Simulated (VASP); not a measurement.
Runs of VASP 6.6.1 on Au. The structure is that of space group Fm-3m (No. 225), or close to it. The cells are those of the table. 

```csv
cell,gap on the mesh (eV),pressure (GPa)
"a = 2.887 Å, angles 60.0°, 1 atom",none,(b)
"a = 2.829 Å, angles 60.0°, 1 atom",none,22.7
"a = 2.859 Å, angles 60.0°, 1 atom",none,15.2
"a = 2.916 Å, angles 60.0°, 1 atom",none,4.0
"a = 2.944 Å, angles 60.0°, 1 atom",none,(a)
```

Alike in all rows: task single point; level PBE; potentials or basis VASP PAW PBE potentials, release 64 (Au); no spin polarisation; k mesh 10 × 10 × 10; cutoff (eV) 500; smearing fermi-dirac 0.05 eV.

Problem. Fill in the values left out.

Solution. (a) -0.2; (b) 9.1.

Caveats: spin-orbit coupling is left out, which moves the levels of the heavy elements.

A k mesh can miss the band edges, and the runs leave out spin-orbit coupling on Au.

A gap of «none» marks levels without a gap at the run's occupations.
